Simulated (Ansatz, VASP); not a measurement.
One calculation of Cr, two programs

Contents of INCAR:

```
SYSTEM = Cr
PREC     = Accurate       ! precision mode
ENCUT    = 520            ! plane-wave cutoff, eV
EDIFF    = 1E-6           ! SCF threshold, eV
ISMEAR   = 0              ! smearing method
SIGMA    = 0.05           ! smearing width, eV
LREAL    = .FALSE.        ! projectors in reciprocal space
LASPH    = .TRUE.         ! aspherical terms in the spheres
NELM     = 100            ! most SCF steps
ALGO     = Normal         ! electronic algorithm
ISIF     = 2              ! what is computed and relaxed
LWAVE    = .FALSE.        ! write WAVECAR
LCHARG   = .FALSE.        ! write CHGCAR
GGA      = CA             ! functional
NBANDS   = 12             ! bands
```

The input KPOINTS:

```
Automatic mesh
0
G
  20 20 20
  0 0 0
```

POSCAR

```
Cr
1.0
   -1.3941451144      1.3941451144      1.3941451144
    1.3941451144     -1.3941451144      1.3941451144
    1.3941451144      1.3941451144     -1.3941451144
Cr
1
Direct
    0.0000000000      0.0000000000      0.0000000000
```

Input for Ansatz:

```yaml
crystal:
  lattice:
    - [-1.3941451144, 1.3941451144, 1.3941451144]
    - [1.3941451144, -1.3941451144, 1.3941451144]
    - [1.3941451144, 1.3941451144, -1.3941451144]
  atoms:
    - { symbol: Cr, position: [0.0, 0.0, 0.0] }
basis:
  ecutwfc: 420
  ecutrho_ratio: 4
kpoints:
  mp_grid: { grid: [20, 20, 20] }
hamiltonian:
  xc: lda
scf:
  occupations: { method: gaussian, width: 0.05 }
output:
  forces: true
  stress: true
  eigenvalues: true
```

Alike in both runs: task single point; functional LDA; k mesh 20 × 20 × 20; occupations gaussian, width 0.05 eV; no spin polarisation.

|  | VASP | Ansatz |
| --- | --- | --- |
| version | VASP 6.6.1 | Ansatz 0.2.0 |
| potentials or method | VASP PAW LDA potentials, release 64 (Cr_pv), cutoff 520 eV | scalar-relativistic, plane waves, PAW |
| valence electrons in the cell | 12 | 14 |

|  | VASP | Ansatz | Ansatz less VASP |
| --- | --- | --- | --- |
| pressure (GPa) | 0.1 | 0.0 | -0.12 |

LDA's correlation is that of Perdew and Zunger in VASP and of Perdew and Wang (1992) in Ansatz. VASP's potentials hold 12 valence electrons a cell and Ansatz's 14, so a difference there can come from the potentials and not from the codes.
